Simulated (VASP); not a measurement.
# GaAs (F-43m) in VASP: settings compared

Aim: see how the results for GaAs move with the level of theory and the settings. Levels: PBE, PBEsol. Tasks: electric field gradients.

Everything below comes from runs of VASP 6.6.1. Logs are shortened: lines on timing, memory, paths and dates and some standing lists are left out, and cuts for length are marked.

## Step 1: The cell of the first run

The structure is cubic, space group F-43m (No. 216). Conventional cell: a = 5.654 Å, b = 5.654 Å, c = 5.654 Å, α = 90.00°, β = 90.00°, γ = 90.00°. Within 3.2 Å of Ga (site symmetry -43m) lie 4 As at 2.45 Å. As (site symmetry -43m) has 4 Ga at 2.45 Å within 3.2 Å.

## Step 2: Electric field gradients, PBE

INCAR reads:

```
SYSTEM = GaAs
  ALGO = Normal
  EDIFF = 1E-8
  ENCUT = 520
  GGA = PE
  ISIF = 2
  ISMEAR = -1
  LASPH = .True.
  LCHARG = .False.
  LEFG = .True.
  LREAL = .False.
  LWAVE = .False.
  NBANDS = 16
  NELM = 60
  PREC = Accurate
  SIGMA = 0.02
```

KPOINTS reads:

```
k-points
0
Gamma
  13 13 13
  0 0 0
```

POSCAR reads:

```
GaAs
1.0
    0.0000000000      2.8268500000      2.8268500000
    2.8268500000      0.0000000000      2.8268500000
    2.8268500000      2.8268500000      0.0000000000
Ga As
1 1
Direct
    0.0000000000      0.0000000000      0.0000000000
    0.2500000000      0.2500000000      0.2500000000
```

Potentials or basis: VASP PAW PBE potentials, release 64 (Ga_d, As).

On the command line:

```bash
$ cat potpaw_PBE.64/Ga_d/POTCAR potpaw_PBE.64/As/POTCAR > POTCAR
$ mpirun -np 1 vasp_std > vasp.out
```

OUTCAR:

```text
SYSTEM = GaAs
   EDIFF = 1E-8
   ENCUT = 520
   GGA = PE
   ISIF = 2
   ISMEAR = -1
   LASPH = .True.
   LREAL = .False.
   NELM = 60
   PREC = Accurate

 ion  position               nearest neighbor table
   1  0.000  0.000  0.000-   2 2.45   2 2.45   2 2.45   2 2.45
   2  0.250  0.250  0.250-   1 2.45   1 2.45   1 2.45   1 2.45

  LATTYP: Found a face centered cubic cell.
 ALAT       =     5.6537000000

  Lattice vectors:

 A1 = (   0.0000000000,   2.8268500000,   2.8268500000)
 A2 = (   2.8268500000,   0.0000000000,   2.8268500000)
 A3 = (   2.8268500000,   2.8268500000,   0.0000000000)

Analysis of symmetry for initial positions (statically):
=====================================================================
 Subroutine PRICEL returns:
 Original cell was already a primitive cell.

 Routine SETGRP: Setting up the symmetry group for a
 face centered cubic supercell.

 Subroutine GETGRP returns: Found 24 space group operations
 (whereof 24 operations were pure point group operations)
 out of a pool of 48 trial point group operations.

The static configuration has the point symmetry T_d .

Analysis of symmetry for dynamics (positions and initial velocities):
=====================================================================
 Subroutine PRICEL returns:
 Original cell was already a primitive cell.

 Routine SETGRP: Setting up the symmetry group for a
 face centered cubic supercell.

 Subroutine GETGRP returns: Found 24 space group operations
 (whereof 24 operations were pure point group operations)
 out of a pool of 48 trial point group operations.

The dynamic configuration has the point symmetry T_d .

 Subroutine INISYM returns: Found 24 space group operations
 (whereof 24 operations are pure point group operations),
 and found     1 'primitive' translations

----------------------------------------------------------------------------------------

                                     Primitive cell

  volume of cell :      45.1792

  direct lattice vectors                    reciprocal lattice vectors
     0.000000000  2.826850000  2.826850000    -0.176875321  0.176875321  0.176875321
     2.826850000  0.000000000  2.826850000     0.176875321 -0.176875321  0.176875321
     2.826850000  2.826850000  0.000000000     0.176875321  0.176875321 -0.176875321

  length of vectors
     3.997769609  3.997769609  3.997769609     0.306357042  0.306357042  0.306357042

  position of ions in fractional coordinates (direct lattice)
     0.000000000  0.000000000  0.000000000
     0.250000000  0.250000000  0.250000000

  ion indices of the primitive-cell ions
   primitive index   ion index
                 1           1
                 2           2

----------------------------------------------------------------------------------------

 KPOINTS: k-points

Automatic generation of k-mesh.
 Grid dimensions read from file:
 generate k-points for:   13   13   13

 Generating k-lattice:

  Cartesian coordinates                     Fractional coordinates (reciprocal lattice)
    -0.013605794  0.013605794  0.013605794     0.076923077  0.000000000  0.000000000
     0.013605794 -0.013605794  0.013605794     0.000000000  0.076923077  0.000000000
     0.013605794  0.013605794 -0.013605794     0.000000000  0.000000000  0.076923077

  Length of vectors
     0.023565926  0.023565926  0.023565926

  Shift w.r.t. Gamma in fractional coordinates (k-lattice)
     0.000000000  0.000000000  0.000000000

 Subroutine IBZKPT returns following result:
 ===========================================

 Found     84 irreducible k-points:

 Following reciprocal coordinates:
            Coordinates               Weight
  0.000000  0.000000  0.000000      1.000000
  0.076923  0.000000  0.000000      8.000000
  0.153846  0.000000  0.000000      8.000000
  0.230769  0.000000  0.000000      8.000000
  0.307692  0.000000  0.000000      8.000000
  0.384615  0.000000  0.000000      8.000000
[... 16 lines left out ...]
  0.384615  0.153846  0.000000     24.000000
  0.461538  0.153846  0.000000     24.000000
 [... further k-points ...]
   k-points           NKPTS =     84   k-points in BZ     NKDIM =     84   number of bands    NBANDS=     16
   number of dos      NEDOS =    301   number of ions     NIONS =      2
   total plane-waves  NPLWV =  27000
   dimension x,y,z NGX =    30 NGY =   30 NGZ =   30
   dimension x,y,z NGXF=    60 NGYF=   60 NGZF=   60
   ions per type =               1   1
   NGX,Y,Z   is equivalent  to a cutoff of  12.48, 12.48, 12.48 a.u.
   NGXF,Y,Z  is equivalent  to a cutoff of  24.95, 24.95, 24.95 a.u.
 SYSTEM =  GaAs
   PREC   = accura    normal or accurate (medium, high low for compatibility)
   ISTART =      0    job   : 0-new  1-cont  2-samecut
   ICHARG =      2    charge: 1-file 2-atom 10-const
   ISPIN  =      1    spin polarized calculation?
   LNONCOLLINEAR =      F non collinear calculations
   LSORBIT =      F    spin-orbit coupling
   LASPH  =      T    aspherical Exc in radial PAW
   ENCUT  =  520.0 eV  38.22 Ry    6.18 a.u.   7.43  7.43  7.43*2*pi/ulx,y,z
   NELM   =     60;   NELMIN=  2; NELMDL= -5     # of ELM steps
   EDIFF  = 0.1E-07   stopping-criterion for ELM
   LREAL  =      F    real-space projection
   EDIFFG = 0.1E-06   stopping-criterion for IOM
   NSW    =      0    number of steps for IOM
   IBRION =     -1    ionic relax: 0-MD 1-quasi-New 2-CG
   NFREE  =      0    steps in history (QN), initial steepest desc. (CG)
   ISIF   =      2    stress and relaxation
   ISYM   =      2    0-nonsym 1-usesym 2-fastsym
   POTIM  = 0.5000    time-step for ionic-motion
   TEBEG  =    0.0;   TEEND  =   0.0 temperature during run
   PSTRESS=    0.0 pullay stress
   NELECT =      18.0000    total number of electrons
   NUPDOWN=      -1.0000    fix difference up-down
   EMIN   =  10.00;   EMAX   =-10.00  energy-range for DOS
   EFERMI =   0.00;   METHOD = LEGACY
   ISMEAR =    -1;   SIGMA  =   0.02  broadening in eV -4-tet -1-fermi 0-gaus
   EFERMI_NEDOS =   21; number of points for ismear=-14 and -15
   IALGO  =     38    algorithm
   IMIX   =      4    mixing-type and parameters
     AMIX     =   0.40;   BMIX     =  1.00
     AMIX_MAG =   1.60;   BMIX_MAG =  1.00
  volume/ion in A,a.u.               =      22.59       152.44
  Fermi-wavevector in a.u.,A,eV,Ry     =   1.204628  2.276417 19.743799  1.451128
  Thomas-Fermi vector in A             =   2.340347
   LORBIT       =      0    0 simple, 1 ext, 2 COOP (PROOUT), +10 PAW based schemes
   GGA     = PE    functional components
   LHFCALC =     F    Hartree Fock is set to
   AEXX    =    0.0000 exact exchange contribution
   IVDW    =     0    specifies the selected vdW correction
   LEPSILON=     F    determine dielectric tensor
   LRPA    =     F    only Hartree local field effects (RPA)
 non-spin polarized calculation
  energy-cutoff  :      520.00
  volume of cell :       45.18
 maximum number of plane-waves:      1243
 NGX is ok and might be reduce to    30
   NGX = 15   NGY = 15   NGZ = 15

 number of electron      17.9999995 magnetization

 Free energy of the ion-electron system (eV)
  ---------------------------------------------------
  ext. energy  EPLUGINS =         0.00000000
  ---------------------------------------------------
  free energy    TOTEN  =        -8.25193380 eV

  energy without entropy =       -8.25193380  energy(sigma->0) =       -8.25193380

 E-fermi :   4.2028     XC(G=0):  -9.5884

 val. band max:        3.9305932140   @ k =   0.0000   0.0000   0.0000
 cond. band min:       4.4514793332   @ k =   0.0000   0.0000   0.0000
 fundamental gap:      0.5208861192
 Fermi energy:         4.2027813047

 k-point     1 :       0.0000    0.0000    0.0000
  band No.  band energies     occupation
      1     -10.8747      2.00000
      2     -10.8747      2.00000
      3     -10.8747      2.00000
      4     -10.7955      2.00000
      5     -10.7955      2.00000
      6      -8.7949      2.00000
[... 8 lines left out ...]
     15      14.0539      0.00000
     16      14.0539      0.00000

 k-point     2 :       0.0769    0.0000    0.0000
  band No.  band energies     occupation
      1     -10.8801      2.00000
      2     -10.8733      2.00000
      3     -10.8733      2.00000
      4     -10.7956      2.00000
      5     -10.7956      2.00000
      6      -8.7250      2.00000
[... 8 lines left out ...]
     15      13.5750      0.00000
     16      13.5750      0.00000

 k-point     3 :       0.1538    0.0000    0.0000
  band No.  band energies     occupation
      1     -10.8943      2.00000
      2     -10.8695      2.00000
      3     -10.8695      2.00000
      4     -10.7956      2.00000
      5     -10.7956      2.00000
      6      -8.5206      2.00000
[... 8 lines left out ...]
     15      13.0311      0.00000
     16      13.0311      0.00000

 k-point     4 :       0.2308    0.0000    0.0000
  band No.  band energies     occupation
      1     -10.9129      2.00000
      2     -10.8647      2.00000
      3     -10.8647      2.00000
      4     -10.7953      2.00000
      5     -10.7953      2.00000
      6      -8.1981      2.00000
[... 8 lines left out ...]
     15      12.9040      0.00000
     16      12.9581      0.00000

 k-point     5 :       0.3077    0.0000    0.0000
  band No.  band energies     occupation
      1     -10.9312      2.00000
      2     -10.8602      2.00000
      3     -10.8602      2.00000
      4     -10.7943      2.00000
      5     -10.7943      2.00000
      6      -7.7912      2.00000
[... 8 lines left out ...]
     15      13.3349      0.00000
     16      13.3349      0.00000

 k-point     6 :       0.3846    0.0000    0.0000
  band No.  band energies     occupation
      1     -10.9455      2.00000
      2     -10.8570      2.00000
      3     -10.8570      2.00000
      4     -10.7929      2.00000
      5     -10.7929      2.00000
      6      -7.3700      2.00000
[... 8 lines left out ...]
     15      14.2593      0.00000
     16      14.2593      0.00000
[... 267 lines left out ...]
 k-point    21 :       0.2308    0.1538    0.0000
  band No.  band energies     occupation
      1     -10.9191      2.00000
      2     -10.8600      2.00000
      3     -10.8593      2.00000
      4     -10.8019      2.00000
      5     -10.7915      2.00000
      6      -8.1899      2.00000
[... 8 lines left out ...]
     15      14.1509      0.00000
     16      14.4086      0.00000

 k-point    22 :       0.3077    0.1538    0.0000
  band No.  band energies     occupation
      1     -10.9338      2.00000
      2     -10.8563      2.00000
      3     -10.8542      2.00000
      4     -10.8028      2.00000
      5     -10.7904      2.00000
      6      -7.8445      2.00000
[... 8 lines left out ...]
     15      14.5116      0.00000
     16      14.5776      0.00000

 k-point    23 :       0.3846    0.1538    0.0000
  band No.  band energies     occupation
      1     -10.9467      2.00000
      2     -10.8537      2.00000
      3     -10.8505      2.00000
      4     -10.8019      2.00000
      5     -10.7897      2.00000
      6      -7.4359      2.00000
[... 8 lines left out ...]
     15      14.5102      0.00000
     16      15.2486      0.00000

 k-point    24 :       0.4615    0.1538    0.0000
  band No.  band energies     occupation
      1     -10.9555      2.00000
      2     -10.8523      2.00000
      3     -10.8486      2.00000
      4     -10.7996      2.00000
      5     -10.7899      2.00000
      6      -7.0530      2.00000
[... 8 lines left out ...]
     15      15.3083      0.00000
     16      16.0766      0.00000

 [... further k-points ...]
[... 5 lines left out ...]
  --------------------------------------------------------------------------------------
  -------------------------------------------------------------------------------------
  Total        0.9840093      0.9840093      0.9840093      0.0000000     -0.0000000      0.0000000
  in kB       34.8956664     34.8956664     34.8956664      0.0000000     -0.0000000      0.0000000
  external PRESSURE =      34.8956664 kB  Pullay stress =       0.0000000 kB

 VOLUME and BASIS-vectors are now :
 -----------------------------------------------------------------------------
  energy-cutoff  :      520.00
  volume of cell :       45.18
      direct lattice vectors                 reciprocal lattice vectors
     0.000000000  2.826850000  2.826850000    -0.176875321  0.176875321  0.176875321
     2.826850000  0.000000000  2.826850000     0.176875321 -0.176875321  0.176875321
     2.826850000  2.826850000  0.000000000     0.176875321  0.176875321 -0.176875321

 POSITION                                       TOTAL-FORCE (eV/Angst)
 -----------------------------------------------------------------------------------
      0.00000      0.00000      0.00000        -0.000000     -0.000000     -0.000000
      1.41342      1.41342      1.41342         0.000000      0.000000      0.000000
 -----------------------------------------------------------------------------------
    total drift:                                0.000002      0.000002      0.000002

  FREE ENERGIE OF THE ION-ELECTRON SYSTEM (eV)
  ---------------------------------------------------
  free  energy   TOTEN  =        -8.2519337996 eV

  energy  without entropy=       -8.2519337976  energy(sigma->0) =       -8.25193380

 Electric field gradients (V/A^2)
---------------------------------------------------------------------
 ion       V_xx      V_yy      V_zz      V_xy      V_xz      V_yz
---------------------------------------------------------------------
   1      -0.000     0.000    -0.000    -0.003    -0.003    -0.003
   2      -0.000    -0.000    -0.000     0.000     0.000     0.000
---------------------------------------------------------------------

 Electric field gradients after diagonalization (V/A^2)
 (convention: |V_zz| > |V_xx| > |V_yy|)
----------------------------------------------------------------------
 ion       V_xx      V_yy      V_zz     asymmetry (V_yy - V_xx)/ V_zz
----------------------------------------------------------------------
   1       0.003     0.003    -0.006       0.000
   2      -0.000    -0.000     0.000       0.000
----------------------------------------------------------------------

           NMR quadrupolar parameters

 Cq : quadrupolar parameter    Cq=e*Q*V_zz/h
 eta: asymmetry parameters     (V_yy - V_xx)/ V_zz
 Q  : nuclear electric quadrupole moment in mb (millibarn)
----------------------------------------------------------------------
 ion       Cq(MHz)       eta       Q (mb)
----------------------------------------------------------------------
   1      -0.000       0.000       1.000
   2       0.000       0.000       1.000
----------------------------------------------------------------------
```

Wall time 67 s (1 thread of Intel Xeon Platinum 8488C (Sapphire Rapids), shared host); peak memory 0.21 GiB.

Results:

| Item | Value |
| --- | --- |
| Free energy | -8.2519 eV |
| Pressure | 3.5 GPa |
| Band gap on the k mesh | 0.52 eV, direct |

Levels at points of the mesh, in eV from the valence-band top:
```csv
k point,band 5,band 6,band 7,band 8,band 9,band 10,band 11,band 12,band 13,band 14
"(0.00, 0.00, 0.00)",-14.73,-12.73,0.00,0.00,0.00,0.52,3.73,3.73,3.73,7.59
```

Caveat: without QUAD_EFG the Cq values of the log hold for a quadrupole moment of 1 mb, not for the nuclei. A hybrid or GW would open this gap; PBE tends to underestimate it.

## Step 3: Electric field gradients, PBEsol

INCAR reads:

```
SYSTEM = GaAs
  PREC = Accurate
  ENCUT = 520
  EDIFF = 1E-8
  ISMEAR = -1
  SIGMA = 0.02
  LREAL = .FALSE.
  LASPH = .TRUE.
  NELM = 80
  ALGO = Normal
  ISIF = 2
  LWAVE = .FALSE.
  LCHARG = .FALSE.
  GGA = PS
  LEFG = .TRUE.
  NBANDS = 16
```

KPOINTS reads:

```
regular mesh
0
G
  13 13 13
  0 0 0
```

POSCAR is that of step 2.

Potentials or basis: VASP PAW PBE potentials, release 64 (Ga_d, As).

On the command line:

```bash
$ cat potpaw_PBE.64/Ga_d/POTCAR potpaw_PBE.64/As/POTCAR > POTCAR
$ mpirun -np 1 vasp_std > vasp.out
```

OUTCAR:

```text
SYSTEM = GaAs
   PREC = Accurate
   ENCUT = 520
   EDIFF = 1E-8
   ISMEAR = -1
   LREAL = .FALSE.
   LASPH = .TRUE.
   NELM = 80
   ISIF = 2
   GGA = PS

 ion  position               nearest neighbor table
   1  0.000  0.000  0.000-   2 2.45   2 2.45   2 2.45   2 2.45
   2  0.250  0.250  0.250-   1 2.45   1 2.45   1 2.45   1 2.45

  LATTYP: Found a face centered cubic cell.
 ALAT       =     5.6537000000

  Lattice vectors:

 A1 = (   0.0000000000,   2.8268500000,   2.8268500000)
 A2 = (   2.8268500000,   0.0000000000,   2.8268500000)
[... 668 lines left out ...]
  ---------------------------------------------------
  free  energy   TOTEN  =        -9.0924928718 eV

  energy  without entropy=       -9.0924928627  energy(sigma->0) =       -9.09249287

 Electric field gradients (V/A^2)
---------------------------------------------------------------------
 ion       V_xx      V_yy      V_zz      V_xy      V_xz      V_yz
---------------------------------------------------------------------
   1      -0.000     0.000     0.000    -0.003    -0.003    -0.003
   2       0.000     0.000     0.000     0.000     0.000     0.000
---------------------------------------------------------------------

 Electric field gradients after diagonalization (V/A^2)
 (convention: |V_zz| > |V_xx| > |V_yy|)
----------------------------------------------------------------------
 ion       V_xx      V_yy      V_zz     asymmetry (V_yy - V_xx)/ V_zz
----------------------------------------------------------------------
   1       0.003     0.003    -0.006       0.000
   2      -0.000    -0.000     0.000       0.000
----------------------------------------------------------------------

           NMR quadrupolar parameters

 Cq : quadrupolar parameter    Cq=e*Q*V_zz/h
 eta: asymmetry parameters     (V_yy - V_xx)/ V_zz
 Q  : nuclear electric quadrupole moment in mb (millibarn)
----------------------------------------------------------------------
 ion       Cq(MHz)       eta       Q (mb)
----------------------------------------------------------------------
   1      -0.000       0.000       1.000
   2       0.000       0.000       1.000
----------------------------------------------------------------------
```

OSZICAR:

```text
N       E                     dE             d eps       ncg     rms          rms(c)
DAV:   1     0.843798871756E+02    0.84380E+02   -0.88956E+03  2728   0.155E+03
DAV:   2    -0.252850550006E+01   -0.86908E+02   -0.82687E+02  3160   0.314E+02
DAV:   3    -0.918624108856E+01   -0.66577E+01   -0.66377E+01  3160   0.671E+01
DAV:   4    -0.928993213817E+01   -0.10369E+00   -0.10368E+00  3352   0.930E+00
DAV:   5    -0.929138190999E+01   -0.14498E-02   -0.14497E-02  3320   0.100E+00    0.294E+00
DAV:   6    -0.912571472791E+01    0.16567E+00   -0.22449E-01  4144   0.919E+00    0.173E+00
DAV:   7    -0.909409014682E+01    0.31625E-01   -0.59140E-02  4000   0.203E+00    0.534E-01
DAV:   8    -0.909228087230E+01    0.18093E-02   -0.92349E-03  3360   0.110E+00    0.106E-01
DAV:   9    -0.909244150805E+01   -0.16064E-03   -0.68728E-04  3472   0.323E-01    0.421E-02
DAV:  10    -0.909247245705E+01   -0.30949E-04   -0.50334E-05  4016   0.720E-02    0.226E-02
DAV:  11    -0.909249284767E+01   -0.20391E-04   -0.23501E-05  3072   0.490E-02    0.265E-03
DAV:  12    -0.909249285902E+01   -0.11355E-07   -0.88466E-07  3608   0.141E-02    0.176E-03
DAV:  13    -0.909249287015E+01   -0.11130E-07   -0.19257E-07  3376   0.335E-03    0.577E-04
DAV:  14    -0.909249287179E+01   -0.16421E-08   -0.45496E-09  2600   0.502E-04
   1 F= -.90924929E+01 E0= -.90924929E+01  d E =-.906095E-08
```

Wall time 59 s (1 thread of Intel Xeon Platinum 8488C (Sapphire Rapids), shared host); peak memory 0.21 GiB.

Results:

| Item | Value |
| --- | --- |
| Free energy | -9.0925 eV |
| Pressure | 0.4 GPa |
| Band gap on the k mesh | 0.46 eV, direct |

Levels at points of the mesh, in eV from the valence-band top:
| k point | band 7 | band 8 | band 9 | band 10 | band 11 | band 12 |
| --- | --- | --- | --- | --- | --- | --- |
| (0.00, 0.00, 0.00) | 0.00 | 0.00 | 0.00 | 0.46 | 3.69 | 3.69 |

Caveat: without QUAD_EFG the Cq values of the log hold for a quadrupole moment of 1 mb, not for the nuclei; the PAW data sets were made with another functional, which shifts forces and pressure a little. A k mesh can miss the band edges.
